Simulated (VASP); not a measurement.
Crystal: Mg.

```
CELL_PARAMETERS angstrom
0.00000 3.06062 3.06062
3.06062 0.00000 3.06062
3.06062 3.06062 0.00000
ATOMIC_POSITIONS crystal
Mg 0.87500 0.87500 0.87500
Mg 0.12500 0.12500 0.12500
```

```yaml
Program: VASP 6.6.1
Task: relaxation of cell and atoms
Functional: PBE
Potentials_or_basis: VASP PAW PBE potentials, release 64 (Mg)
Cutoff: 600 eV
k_mesh: 12 × 12 × 12
Occupations: fermi-dirac, width 0.1 eV
Spin: no spin polarisation
```

At the start: pressure 7.4 GPa; volume 28.67 Å³/atom.

**Question.** Where does the relaxation end?

**Answer.** Over 5 steps the energy falls by 204.6 meV/atom and the volume is 40.50 Å³/atom (+41.3 %); space group Fd-3m (No. 227, to 0.05 Å).

The path:
| step | energy change (eV) | largest force (eV/Å) | pressure (GPa) | volume (Å³) |
| --- | --- | --- | --- | --- |
| 1 | 0.0000 | 0.0000 | 7.37 | 57.34 |
| 2 | -0.3311 | 0.0000 | 2.38 | 68.99 |
| 3 | -0.4027 | 0.0000 | 0.57 | 77.18 |
| 4 | -0.4091 | 0.0000 | 0.09 | 80.36 |
| 5 | -0.4092 | 0.0000 | 0.00 | 80.99 |

Final structure:
```yaml
crystal:
  lattice:
    - [0.00000, 3.43404, 3.43404]
    - [3.43404, 0.00000, 3.43404]
    - [3.43404, 3.43404, 0.00000]
  atoms:
    - { symbol: Mg, position: [0.87500, 0.87500, 0.87500] }
    - { symbol: Mg, position: [0.12500, 0.12500, 0.12500] }
```

Caveat: the volume moved by over 15 % at a fixed basis, so the end points are rough.
